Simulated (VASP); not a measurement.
# EuHgBi2O4 (P4/mmm) in VASP: single point with PBE+U

Aim: the single point of EuHgBi2O4 with PBE+U.

Program: VASP 6.6.1. These are calculated values, not measurements. Logs are shortened: lines on timing, memory, paths and dates and some standing lists are left out, and cuts for length are marked.

**1. The cell of the first run**

The structure is tetragonal, space group P4/mmm (No. 123). Conventional cell: a = 3.783 Å, b = 3.783 Å, c = 9.218 Å, α = 90.00°, β = 90.00°, γ = 90.00°. Bi (site symmetry 4mm) has 4 O at 2.17 Å within 2.9 Å. Eu (site symmetry 4/mmm) has 8 O at 2.32 Å within 3.1 Å. Hg (site symmetry 4/mmm) has 8 Bi at 3.47 Å and 8 O at 3.77 Å and 4 Hg at 3.78 Å and 2 Eu at 4.61 Å within 4.7 Å. O (site symmetry 2mm) has 2 Bi at 2.17 Å and 2 Eu at 2.32 Å and 5 O at 2.67 to 2.69 Å within 2.9 Å.

**2. Single point, PBE+U, collinear spin, ferromagnetic start**

File INCAR:

```
SYSTEM = EuHgBi2O4
  ALGO = Normal
  EDIFF = 1E-6
  ENCUT = 520
  GGA = PE
  ISIF = 2
  ISMEAR = 1
  ISPIN = 2
  LASPH = .TRUE.
  LCHARG = .TRUE.
  LDAU = .TRUE.
  LDAUJ = 0 0 0 0
  LDAUL = -1 3 -1 -1
  LDAUPRINT = 1
  LDAUTYPE = 2
  LDAUU = 0 2.68 0 0
  LELF = .TRUE.
  LMAXMIX = 6
  LORBIT = 11
  LREAL = .FALSE.
  LVHAR = .TRUE.
  LWAVE = .FALSE.
  MAGMOM = 0.01 0.01 6.69 0.04 -0.01 -0.01 -0.01 -0.01
  NBANDS = 56
  NELM = 150
  PREC = Accurate
  SIGMA = 0.0145
```

File KPOINTS:

```
k-points
0
G
  6 6 3
  0 0 0
```

File POSCAR:

```
EuHgBi2O4
1.0
    3.7826223300      0.0000000000      0.0000000000
    0.0000000000      3.7826223300      0.0000000000
    0.0000000000      0.0000000000      9.2177421700
Bi Eu Hg O
2 1 1 4
Direct
    0.5000000000      0.5000000000      0.7392000000
    0.5000000000      0.5000000000      0.2608000000
    0.0000000000      0.0000000000      0.0000000000
    0.0000000000      0.0000000000      0.5000000000
    0.5000000000      0.0000000000      0.8540000000
    0.0000000000      0.5000000000      0.8540000000
    0.5000000000      0.0000000000      0.1460000000
    0.0000000000      0.5000000000      0.1460000000
```

Potentials or basis: VASP PAW PBE potentials, release 64 (Bi_d, Eu, Hg, O).

The run is started by

```sh
> cat potpaw_PBE.64/Bi_d/POTCAR potpaw_PBE.64/Eu/POTCAR potpaw_PBE.64/Hg/POTCAR potpaw_PBE.64/O/POTCAR > POTCAR
> mpirun -np 1 vasp_std > vasp.out
```

OUTCAR:

```text
SYSTEM = EuHgBi2O4
   EDIFF = 1E-6
   ENCUT = 520
   GGA = PE
   ISIF = 2
   ISMEAR = 1
   ISPIN = 2
   LASPH = .TRUE.
   LORBIT = 11
   LREAL = .FALSE.
   NELM = 150
   PREC = Accurate

 ion  position               nearest neighbor table
   1  0.500  0.500  0.739-   5 2.17   6 2.17   5 2.17   6 2.17   4 3.47   4 3.47   4 3.47   4 3.47
                             3 3.60   3 3.60   3 3.60   3 3.60
   2  0.500  0.500  0.261-   7 2.17   8 2.17   7 2.17   8 2.17   4 3.47   4 3.47   4 3.47   4 3.47
                             3 3.60   3 3.60   3 3.60   3 3.60
   3  0.000  0.000  0.000-   5 2.32   6 2.32   7 2.32   8 2.32   6 2.32   8 2.32   5 2.32   7 2.32
                             1 3.60   2 3.60   1 3.60   2 3.60   1 3.60   2 3.60   1 3.60   2 3.60
   4  0.000  0.000  0.500-   1 3.47   2 3.47   1 3.47   2 3.47   1 3.47   2 3.47   1 3.47   2 3.47

   5  0.500  0.000  0.854-   1 2.17   1 2.17   3 2.32   3 2.32
   6  0.000  0.500  0.854-   1 2.17   1 2.17   3 2.32   3 2.32
   7  0.500  0.000  0.146-   2 2.17   2 2.17   3 2.32   3 2.32
   8  0.000  0.500  0.146-   2 2.17   2 2.17   3 2.32   3 2.32

  LATTYP: Found a simple tetragonal cell.
 ALAT       =     3.7826223300
 C/A-ratio  =     2.4368655831

  Lattice vectors:

 A1 = (   3.7826223300,   0.0000000000,   0.0000000000)
 A2 = (   0.0000000000,   3.7826223300,   0.0000000000)
 A3 = (   0.0000000000,   0.0000000000,   9.2177421700)

Analysis of symmetry for initial positions (statically):
=====================================================================
 Subroutine PRICEL returns:
 Original cell was already a primitive cell.

 Routine SETGRP: Setting up the symmetry group for a
 simple tetragonal supercell.

 Subroutine GETGRP returns: Found 16 space group operations
 (whereof 16 operations were pure point group operations)
 out of a pool of 16 trial point group operations.

The static configuration has the point symmetry D_4h.

Analysis of symmetry for dynamics (positions and initial velocities):
=====================================================================
 Subroutine PRICEL returns:
 Original cell was already a primitive cell.

 Routine SETGRP: Setting up the symmetry group for a
 simple tetragonal supercell.

 Subroutine GETGRP returns: Found 16 space group operations
 (whereof 16 operations were pure point group operations)
 out of a pool of 16 trial point group operations.

The dynamic configuration has the point symmetry D_4h.

Analysis of structural, dynamic, and magnetic symmetry:
=====================================================================
 Subroutine PRICEL returns:
 Original cell was already a primitive cell.

 Routine SETGRP: Setting up the symmetry group for a
 simple tetragonal supercell.

 Subroutine GETGRP returns: Found 16 space group operations
 (whereof 16 operations were pure point group operations)
 out of a pool of 16 trial point group operations.

The overall configuration has the point symmetry D_4h.

 Subroutine INISYM returns: Found 16 space group operations
 (whereof 16 operations are pure point group operations),
 and found     1 'primitive' translations

----------------------------------------------------------------------------------------

                                     Primitive cell

  volume of cell :     131.8896

  direct lattice vectors                    reciprocal lattice vectors
[... 127 lines left out ...]
   LEPSILON=     F    determine dielectric tensor
   LRPA    =     F    only Hartree local field effects (RPA)
 spin polarized calculation
 Methfessel and Paxton  Order N= 1 SIGMA  =   0.01
  energy-cutoff  :      520.00
  volume of cell :      131.89
 maximum number of plane-waves:      3572
   NGX = 15   NGY = 15   NGZ = 35

atom =   3  type =  2  l = 3

 onsite density matrix

spin component  1

  0.9905 -0.0000 -0.0005  0.0000  0.0000 -0.0000 -0.0000
 -0.0000  0.9889 -0.0000  0.0000 -0.0000 -0.0000  0.0000
 -0.0005 -0.0000  0.9919  0.0000 -0.0000  0.0000 -0.0000
  0.0000  0.0000  0.0000  0.9915  0.0000  0.0000  0.0000
  0.0000 -0.0000 -0.0000  0.0000  0.9919  0.0000  0.0005
 -0.0000 -0.0000  0.0000  0.0000  0.0000  0.3105  0.0000
 -0.0000  0.0000 -0.0000  0.0000  0.0005  0.0000  0.9905

spin component  2

  0.0087  0.0000 -0.0024  0.0000  0.0000 -0.0000 -0.0000
  0.0000  0.0054 -0.0000 -0.0000 -0.0000  0.0000 -0.0000
 -0.0024 -0.0000  0.0091 -0.0000 -0.0000 -0.0000 -0.0000
  0.0000 -0.0000 -0.0000  0.0112 -0.0000  0.0000 -0.0000
  0.0000 -0.0000 -0.0000 -0.0000  0.0091  0.0000  0.0024
 -0.0000  0.0000 -0.0000  0.0000  0.0000  0.0365 -0.0000
 -0.0000 -0.0000 -0.0000 -0.0000  0.0024 -0.0000  0.0087

 occupancies and eigenvectors

  o =  0.0054  v =  0.0000  0.0000  0.0000  0.0000  0.0000  0.0000  0.0000  0.0000  1.0000  0.0000  0.0000  0.0000 -0.0000 -0.0000      0.0000  0.0000  0.0000  0.0000  0.0000  0.0000  0.0000  0.0000  0.0000  0.0000  0.0000  0.0000  0.0000  0.0000
  o =  0.0065  v =  0.0000  0.0000  0.0000  0.0000  0.0000  0.0000  0.0000  0.0000 -0.0000  0.0000 -0.0000  0.6799  0.0000 -0.7333      0.0000  0.0000  0.0000  0.0000  0.0000  0.0000  0.0000  0.0000  0.0000  0.0000  0.0000  0.0000  0.0000  0.0000
  o =  0.0065  v =  0.0000  0.0000  0.0000  0.0000  0.0000  0.0000  0.0000 -0.7333  0.0000 -0.6799  0.0000  0.0000 -0.0000 -0.0000      0.0000  0.0000  0.0000  0.0000  0.0000  0.0000  0.0000  0.0000  0.0000  0.0000  0.0000  0.0000  0.0000  0.0000
  o =  0.0112  v =  0.0000  0.0000  0.0000  0.0000  0.0000  0.0000  0.0000  0.0000  0.0000 -0.0000 -1.0000 -0.0000  0.0000 -0.0000      0.0000  0.0000  0.0000  0.0000  0.0000  0.0000  0.0000  0.0000  0.0000  0.0000  0.0000  0.0000  0.0000  0.0000
  o =  0.0113  v =  0.0000  0.0000  0.0000  0.0000  0.0000  0.0000  0.0000  0.0000 -0.0000  0.0000  0.0000 -0.7333 -0.0000 -0.6799      0.0000  0.0000  0.0000  0.0000  0.0000  0.0000  0.0000  0.0000  0.0000  0.0000  0.0000  0.0000  0.0000  0.0000
  o =  0.0113  v =  0.0000  0.0000  0.0000  0.0000  0.0000  0.0000  0.0000 -0.6799  0.0000  0.7333 -0.0000 -0.0000  0.0000  0.0000      0.0000  0.0000  0.0000  0.0000  0.0000  0.0000  0.0000  0.0000  0.0000  0.0000  0.0000  0.0000  0.0000  0.0000
  o =  0.0365  v =  0.0000  0.0000  0.0000  0.0000  0.0000  0.0000  0.0000  0.0000 -0.0000 -0.0000  0.0000  0.0000  1.0000 -0.0000      0.0000  0.0000  0.0000  0.0000  0.0000  0.0000  0.0000  0.0000  0.0000  0.0000  0.0000  0.0000  0.0000  0.0000
  o =  0.3105  v =  0.0000 -0.0000  0.0000  0.0000 -0.0000 -1.0000  0.0000  0.0000  0.0000  0.0000  0.0000  0.0000  0.0000  0.0000      0.0000  0.0000  0.0000  0.0000  0.0000  0.0000  0.0000  0.0000  0.0000  0.0000  0.0000  0.0000  0.0000  0.0000
  o =  0.9889  v =  0.0000 -1.0000  0.0000 -0.0000 -0.0000  0.0000 -0.0000  0.0000  0.0000  0.0000  0.0000  0.0000  0.0000  0.0000      0.0000  0.0000  0.0000  0.0000  0.0000  0.0000  0.0000  0.0000  0.0000  0.0000  0.0000  0.0000  0.0000  0.0000
  o =  0.9904  v = -0.9533  0.0000 -0.3019  0.0000  0.0000 -0.0000 -0.0000  0.0000  0.0000  0.0000  0.0000  0.0000  0.0000  0.0000      0.0000  0.0000  0.0000  0.0000  0.0000  0.0000  0.0000  0.0000  0.0000  0.0000  0.0000  0.0000  0.0000  0.0000
  o =  0.9904  v =  0.0000 -0.0000 -0.0000 -0.0000 -0.3019  0.0000  0.9533  0.0000  0.0000  0.0000  0.0000  0.0000  0.0000  0.0000      0.0000  0.0000  0.0000  0.0000  0.0000  0.0000  0.0000  0.0000  0.0000  0.0000  0.0000  0.0000  0.0000  0.0000
  o =  0.9915  v =  0.0000  0.0000 -0.0000 -1.0000  0.0000 -0.0000 -0.0000  0.0000  0.0000  0.0000  0.0000  0.0000  0.0000  0.0000      0.0000  0.0000  0.0000  0.0000  0.0000  0.0000  0.0000  0.0000  0.0000  0.0000  0.0000  0.0000  0.0000  0.0000
  o =  0.9920  v =  0.3019  0.0000 -0.9533  0.0000  0.0000 -0.0000 -0.0000  0.0000  0.0000  0.0000  0.0000  0.0000  0.0000  0.0000      0.0000  0.0000  0.0000  0.0000  0.0000  0.0000  0.0000  0.0000  0.0000  0.0000  0.0000  0.0000  0.0000  0.0000
  o =  0.9920  v =  0.0000  0.0000 -0.0000 -0.0000 -0.9533 -0.0000 -0.3019  0.0000  0.0000  0.0000  0.0000  0.0000  0.0000  0.0000      0.0000  0.0000  0.0000  0.0000  0.0000  0.0000  0.0000  0.0000  0.0000  0.0000  0.0000  0.0000  0.0000  0.0000

 number of electron      82.9999974 magnetization       6.4505068

 Free energy of the ion-electron system (eV)
  ---------------------------------------------------
  ext. energy  EPLUGINS =         0.00000000
  ---------------------------------------------------
  free energy    TOTEN  =       -49.73224189 eV

  energy without entropy =      -49.73209811  energy(sigma->0) =      -49.73219396

 E-fermi :   6.8687     XC(G=0): -10.9022

 val. band max:        6.8400925870   @ k =   0.3333   0.1667   0.0000
 cond. band min:       6.8739621862   @ k =   0.3333   0.1667   0.3333
 fundamental gap:      0.0338695992
 Fermi energy:         6.8686527418

 spin component 1

 k-point     1 :       0.0000    0.0000    0.0000
  band No.  band energies     occupation
      1     -34.3140      1.00000
      2     -17.5469      1.00000
      3     -17.5391      1.00000
      4     -17.2616      1.00000
      5     -17.2587      1.00000
      6     -17.2546      1.00000
[... 1109 lines left out ...]
     52      10.8348      0.00000
     53      11.9539      0.00000
 Fermi energy:         6.8686527418

 spin component 2

 k-point     1 :       0.0000    0.0000    0.0000
  band No.  band energies     occupation
      1     -31.5345      1.00000
      2     -17.5428      1.00000
      3     -17.5349      1.00000
      4     -17.2563      1.00000
      5     -17.2524      1.00000
      6     -17.2476      1.00000
[... 1109 lines left out ...]
     52      12.0082      0.00000
     53      12.1236      0.00000
 [bands above 53 left out]

------------------------ aborting loop because EDIFF is reached ----------------------------------------

  FORCE on cell =-STRESS in cart. coord.  units (eV):
  Direction    XX          YY          ZZ          XY          YZ          ZX
  --------------------------------------------------------------------------------------
  -------------------------------------------------------------------------------------
  Total       15.4506000     15.4506000     14.7696758      0.0000000      0.0000000      0.0000000
  in kB      187.6918484    187.6918484    179.4200706      0.0000000      0.0000000      0.0000000
  external PRESSURE =     184.9345891 kB  Pullay stress =       0.0000000 kB

 VOLUME and BASIS-vectors are now :
 -----------------------------------------------------------------------------
  energy-cutoff  :      520.00
  volume of cell :      131.89
      direct lattice vectors                 reciprocal lattice vectors
     3.782622330  0.000000000  0.000000000     0.264366863  0.000000000  0.000000000
     0.000000000  3.782622330  0.000000000     0.000000000  0.264366863  0.000000000
     0.000000000  0.000000000  9.217742170     0.000000000  0.000000000  0.108486436

 POSITION                                       TOTAL-FORCE (eV/Angst)
 -----------------------------------------------------------------------------------
      1.89131      1.89131      6.81376        -0.000000      0.000000     -2.086302
      1.89131      1.89131      2.40399         0.000000     -0.000000      2.086302
      0.00000      0.00000      0.00000         0.000000      0.000000      0.000000
      0.00000      0.00000      4.60887         0.000000      0.000000      0.000000
      1.89131      0.00000      7.87195         0.000000      0.000000     -0.405186
      0.00000      1.89131      7.87195         0.000000      0.000000     -0.405186
      1.89131      0.00000      1.34579         0.000000      0.000000      0.405186
      0.00000      1.89131      1.34579         0.000000     -0.000000      0.405186
 -----------------------------------------------------------------------------------
    total drift:                                0.000000      0.000000     -0.000000

  FREE ENERGIE OF THE ION-ELECTRON SYSTEM (eV)
  ---------------------------------------------------
  free  energy   TOTEN  =       -49.7322418912 eV

  energy  without entropy=      -49.7320981105  energy(sigma->0) =      -49.73219396

 total charge

# of ion       s       p       d       f       tot
--------------------------------------------------
    1        1.550   1.081  10.073   0.000  12.705
    2        1.550   1.081  10.073   0.000  12.705
    3        2.054   5.823   0.577   6.330  14.784
    4        0.982   0.181   9.317   0.000  10.481
    5        1.579   3.495   0.000   0.000   5.074
    6        1.579   3.495   0.000   0.000   5.074
    7        1.579   3.495   0.000   0.000   5.074
    8        1.579   3.495   0.000   0.000   5.074
--------------------------------------------------
tot         12.452  22.148  30.040   6.330  70.971

 magnetization (x)

# of ion       s       p       d       f       tot
--------------------------------------------------
    1        0.002   0.015   0.003   0.000   0.019
    2        0.002   0.015   0.003   0.000   0.019
    3       -0.011  -0.102   0.060   6.160   6.107
    4       -0.003   0.029  -0.001   0.000   0.025
    5        0.000  -0.012   0.000   0.000  -0.011
    6        0.000  -0.012   0.000   0.000  -0.011
    7        0.000  -0.012   0.000   0.000  -0.011
    8        0.000  -0.012   0.000   0.000  -0.011
--------------------------------------------------
tot         -0.009  -0.091   0.064   6.160   6.125
```

Run time: 16 min. Hardware: 1 thread of AMD EPYC 7R43 (Zen 3), shared host; peak memory 0.39 GiB.

Results:

```yaml
Free_energy: -49.7322 eV
Pressure: 18.5 GPa
Largest_force: 2.086 eV/Å
Net_moment: 6.45 μB per cell
Site_moments: Bi +0.02; Eu +6.11; Hg +0.03; O -0.01 μB
Valence_electrons_inside_the_program's_atomic_spheres: Bi 12.71; Eu 14.78; Hg 10.48; O 5.07
```

Forces in eV/Å, atoms in the order of the input:
```
Bi   0.000  0.000 -2.086
Bi   0.000  0.000  2.086
Eu   0.000  0.000  0.000
Hg   0.000  0.000  0.000
O    0.000  0.000 -0.405
O    0.000  0.000 -0.405
O    0.000  0.000  0.405
O    0.000  0.000  0.405
```

Eigenvalues of the final occupation matrices:
| site | spin | trace | eigenvalues |
| --- | --- | --- | --- |
| site 3 f | 1 | 6.26 | 0.31 0.99 0.99 0.99 0.99 0.99 0.99 |
| site 3 f | 2 | 0.09 | 0.01 0.01 0.01 0.01 0.01 0.01 0.04 |

Caveat: the cell stands under pressure; spin-orbit coupling is left out, which moves the levels of the heavy elements; a cell with one magnetic atom can't hold antiferromagnetic order, which such compounds often take; forces of over 1 eV/Å act on the atoms, so gaps and moduli don't describe the material at rest.
